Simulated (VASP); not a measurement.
# YTi2F (P4/mmm) in VASP: further runs, part 2 of 2

VASP 6.6.1.

## Step 3: Single point, PBE

This run uses another cell than the first one, of 19.64 Å³/atom.

INCAR

```
ALGO     = Normal         # electronic algorithm
EDIFF    = 1E-6           # SCF threshold, eV
ENCUT    = 600            # plane-wave cutoff, eV
GGA      = PE             # functional
GGA_COMPAT= F            
ISIF     = 2              # what is computed and relaxed
ISMEAR   = 0              # smearing method
LASPH    = T              # aspherical terms in the spheres
LCHARG   = F              # write CHGCAR
LREAL    = F              # projectors in reciprocal space
LWAVE    = F              # write WAVECAR
NBANDS   = 29             # bands
NELM     = 120            # most SCF steps
PREC     = Accurate       # precision mode
SIGMA    = 0.1            # smearing width, eV
```

KPOINTS

```
k-points
0
Gamma
  12 12 10
```

POSCAR

```
YTi2F
1.0
    3.8710133572      0.0000000000      0.0000000000
    0.0000000000      3.8710133572      0.0000000000
    0.0000000000      0.0000000000      5.2437000298
Y Ti F
1 2 1
Direct
    0.0000000000      0.0000000000      0.0000000000
    0.0000000000      0.0000000000      0.5000000000
    0.5000000000      0.5000000000      0.0000000000
    0.5000000000      0.5000000000      0.5000000000
```

Potentials or basis: VASP PAW PBE potentials, release 64 (Y_sv, Ti_sv, F).

Run with:

```
cat potpaw_PBE.64/Y_sv/POTCAR potpaw_PBE.64/Ti_sv/POTCAR potpaw_PBE.64/F/POTCAR > POTCAR
mpirun -np 1 vasp_std > vasp.out
```

OUTCAR:

```text
EDIFF = 1E-6
   ENCUT = 600
   GGA = PE
   ISIF = 2
   ISMEAR = 0
   LASPH = T
   LREAL = F
   NELM = 120
   PREC = Accurate

 ion  position               nearest neighbor table
   1  0.000  0.000  0.000-   2 2.62   2 2.62   3 2.74   3 2.74   3 2.74   3 2.74
   2  0.000  0.000  0.500-   1 2.62   1 2.62
   3  0.500  0.500  0.000-   1 2.74   1 2.74   1 2.74   1 2.74
   4  0.500  0.500  0.500-

  LATTYP: Found a simple tetragonal cell.
 ALAT       =     3.8710133572
 C/A-ratio  =     1.3546065451

  Lattice vectors:

 A1 = (   3.8710133572,   0.0000000000,   0.0000000000)
 A2 = (   0.0000000000,   3.8710133572,   0.0000000000)
 A3 = (   0.0000000000,   0.0000000000,   5.2437000298)

Analysis of symmetry for initial positions (statically):
=====================================================================
 Subroutine PRICEL returns:
 Original cell was already a primitive cell.

 Routine SETGRP: Setting up the symmetry group for a
 simple tetragonal supercell.

[... 163 lines left out ...]
 Free energy of the ion-electron system (eV)
  ---------------------------------------------------
  ext. energy  EPLUGINS =         0.00000000
  ---------------------------------------------------
  free energy    TOTEN  =       -22.58298292 eV

  energy without entropy =      -22.56129161  energy(sigma->0) =      -22.57213726

 E-fermi :   5.0416     XC(G=0): -10.2527

 val. band max:        5.0394097689   @ k =   0.0000   0.0000   0.0000
 cond. band min:       5.0456619047   @ k =   0.0000   0.0000   0.2000
 fundamental gap:      0.0062521358
 Fermi energy:         5.0416178572

 k-point     1 :       0.0000    0.0000    0.0000
  band No.  band energies     occupation
      1     -52.5275      2.00000
      2     -52.0492      2.00000
      3     -36.1541      2.00000
      4     -28.9340      2.00000
      5     -28.9340      2.00000
      6     -28.5738      2.00000
[... 757 lines left out ...]
     28       7.0201      0.00000
     29       7.7486      0.00000

 [... further k-points ...]
[... 5 lines left out ...]
  --------------------------------------------------------------------------------------
  -------------------------------------------------------------------------------------
  Total       -0.0909546     -0.0909546     -0.0311578      0.0000000      0.0000000      0.0000000
  in kB       -1.8545915     -1.8545915     -0.6353156      0.0000000      0.0000000      0.0000000
  external PRESSURE =      -1.4481662 kB  Pullay stress =       0.0000000 kB

 VOLUME and BASIS-vectors are now :
 -----------------------------------------------------------------------------
  energy-cutoff  :      600.00
  volume of cell :       78.58
      direct lattice vectors                 reciprocal lattice vectors
     3.871013357  0.000000000  0.000000000     0.258330289  0.000000000  0.000000000
     0.000000000  3.871013357  0.000000000     0.000000000  0.258330289  0.000000000
     0.000000000  0.000000000  5.243700030     0.000000000  0.000000000  0.190705035

 POSITION                                       TOTAL-FORCE (eV/Angst)
 -----------------------------------------------------------------------------------
      0.00000      0.00000      0.00000         0.000000      0.000000      0.000000
      0.00000      0.00000      2.62185         0.000000      0.000000      0.000000
      1.93551      1.93551      0.00000         0.000000      0.000000      0.000000
      1.93551      1.93551      2.62185         0.000000      0.000000      0.000000
 -----------------------------------------------------------------------------------
    total drift:                                0.000000     -0.000000     -0.000000

  FREE ENERGIE OF THE ION-ELECTRON SYSTEM (eV)
  ---------------------------------------------------
  free  energy   TOTEN  =       -22.5829829152 eV

  energy  without entropy=      -22.5612916107  energy(sigma->0) =      -22.57213726
```

Wall time 12 min (1 thread of Oxide Virtual Turin-like, shared host); peak memory 0.54 GiB.

Results:

```
Free energy            : -22.5830 eV
Pressure               : -0.1 GPa
Band gap on the k mesh : zero (bands 21 and 22 overlap by 1.21 eV)
```

## Step 4: Single point, PBE, collinear spin

This run uses another cell than the first one, of 19.70 Å³/atom.

INCAR

```
ALGO = Normal ; EDIFF = 1E-6
ENCUT = 600 ; GGA = PE
GGA_COMPAT = False ; ISIF = 2
ISMEAR = 0 ; ISPIN = 2
LASPH = True ; LCHARG = False
LMAXMIX = 4 ; LORBIT = 11
LREAL = False ; LWAVE = False
MAGMOM = 0 1 1 0 ; NBANDS = 33
NELM = 200 ; PREC = Accurate
SIGMA = 0.1
```

KPOINTS

```
k-points
0
Gamma
  6 6 4
```

POSCAR

```
YTi2F
1.0
    3.8594580380      0.0000000000      0.0000000000
    0.0000000000      3.8594580380      0.0000000000
    0.0000000000      0.0000000000      5.2891374127
Y Ti F
1 2 1
Direct
    0.0000000000      0.0000000000      0.0000000000
    0.0000000000      0.0000000000      0.5000000000
    0.5000000000      0.5000000000      0.0000000000
    0.5000000000      0.5000000000      0.5000000000
```

Potentials or basis: VASP PAW PBE potentials, release 64 (Y_sv, Ti_sv, F).

Run with:

```
cat potpaw_PBE.64/Y_sv/POTCAR potpaw_PBE.64/Ti_sv/POTCAR potpaw_PBE.64/F/POTCAR > POTCAR
mpirun -np 1 vasp_std > vasp.out
```

OUTCAR:

```text
EDIFF = 1E-6
   ENCUT = 600
   GGA = PE
   ISIF = 2
   ISMEAR = 0
   ISPIN = 2
   LASPH = True
   LORBIT = 11
   LREAL = False
   NELM = 200
   PREC = Accurate

 ion  position               nearest neighbor table
   1  0.000  0.000  0.000-   2 2.64   2 2.64   3 2.73   3 2.73   3 2.73   3 2.73
   2  0.000  0.000  0.500-   1 2.64   1 2.64
   3  0.500  0.500  0.000-   1 2.73   1 2.73   1 2.73   1 2.73
   4  0.500  0.500  0.500-

  LATTYP: Found a simple tetragonal cell.
 ALAT       =     3.8594580380
 C/A-ratio  =     1.3704352685

  Lattice vectors:

 A1 = (   3.8594580380,   0.0000000000,   0.0000000000)
 A2 = (   0.0000000000,   3.8594580380,   0.0000000000)
 A3 = (   0.0000000000,   0.0000000000,   5.2891374127)

Analysis of symmetry for initial positions (statically):
=====================================================================
 Subroutine PRICEL returns:
 Original cell was already a primitive cell.
[... 1930 lines left out ...]
     33       8.4712      0.00000

 [... further k-points ...]
[... 5 lines left out ...]
  --------------------------------------------------------------------------------------
  -------------------------------------------------------------------------------------
  Total       -0.0737101     -0.0737101     -0.0870879      0.0000000      0.0000000     -0.0000000
  in kB       -1.4989939     -1.4989939     -1.7710506      0.0000000      0.0000000     -0.0000000
  external PRESSURE =      -1.5896795 kB  Pullay stress =       0.0000000 kB

 VOLUME and BASIS-vectors are now :
 -----------------------------------------------------------------------------
  energy-cutoff  :      600.00
  volume of cell :       78.78
      direct lattice vectors                 reciprocal lattice vectors
     3.859458038  0.000000000  0.000000000     0.259103737  0.000000000  0.000000000
     0.000000000  3.859458038  0.000000000     0.000000000  0.259103737  0.000000000
     0.000000000  0.000000000  5.289137413     0.000000000  0.000000000  0.189066746

 POSITION                                       TOTAL-FORCE (eV/Angst)
 -----------------------------------------------------------------------------------
      0.00000      0.00000      0.00000         0.000000      0.000000      0.000000
      0.00000      0.00000      2.64457         0.000000      0.000000      0.000000
      1.92973      1.92973      0.00000         0.000000      0.000000      0.000000
      1.92973      1.92973      2.64457         0.000000      0.000000      0.000000
 -----------------------------------------------------------------------------------
    total drift:                                0.000000     -0.000000     -0.000000

  FREE ENERGIE OF THE ION-ELECTRON SYSTEM (eV)
  ---------------------------------------------------
  free  energy   TOTEN  =       -22.5867525130 eV

  energy  without entropy=      -22.5608011161  energy(sigma->0) =      -22.57377681

 total charge

# of ion       s       p       d       f       tot
--------------------------------------------------
    1        2.340   6.300   1.654   0.026  10.319
    2        2.173   5.991   1.946   0.000  10.110
    3        2.222   6.019   2.004   0.000  10.245
    4        1.748   4.256   0.000   0.000   6.004
--------------------------------------------------
tot          8.483  22.566   5.603   0.026  36.677

 magnetization (x)

# of ion       s       p       d       f       tot
--------------------------------------------------
    1        0.000  -0.000  -0.000  -0.000  -0.000
    2        0.000  -0.000  -0.000   0.000  -0.000
    3       -0.000  -0.000  -0.000   0.000  -0.000
    4       -0.000   0.000   0.000   0.000   0.000
--------------------------------------------------
tot         -0.000  -0.000  -0.000  -0.000  -0.000
```

stdout:

```text
POSCAR found type information on POSCAR Y TiF
 POSCAR found :  3 types and       4 ions
 scaLAPACK will be used
 LDA part: xc-table for (Slater+PW92), standard interpolation
 POSCAR, INCAR and KPOINTS ok, starting setup
 FFT: planning ... GRIDC
 FFT: planning ... GRID_SOFT
 FFT: planning ... GRID
 WAVECAR not read
 entering main loop
```

Wall time 6.9 min (1 thread of Oxide Virtual Turin-like, shared host); peak memory 0.31 GiB.

What came out:

| Quantity | Value |
| --- | --- |
| Free energy | -22.5868 eV |
| Pressure | -0.2 GPa |
| Band gap on the k mesh | zero (filled and empty bands overlap) |
| Net moment | 0.00 μB per cell |
| Valence electrons inside the program's atomic spheres | Y 10.32; Ti 10.11, 10.24; F 6.00 |

## Step 5: Overview

```tsv
spin	cell	k mesh	gap on the mesh (eV)	pressure (GPa)	moment (μB)
collinear	a = 3.397, b = 3.397, c = 4.800 Å, 4 atoms	6 × 6 × 4	none	36.0	0.00
off	a = 3.871, b = 3.871, c = 5.244 Å, 4 atoms	12 × 12 × 10	none	-0.1	-
collinear	a = 3.859, b = 3.859, c = 5.289 Å, 4 atoms	6 × 6 × 4	none	-0.2	0.00
```

Alike in all rows: task single point; level PBE; potentials or basis VASP PAW PBE potentials, release 64 (Y_sv, Ti_sv, F); cutoff (eV) 600; smearing gaussian 0.1 eV.

Caveats: the stress differs along the axes, from 33 to 38 GPa (at least some runs).

Total energies depend on the potentials used, so only differences within one code and one set of settings carry meaning.

The gap in the log of VASP goes by the Fermi energy; the results here count the filled bands.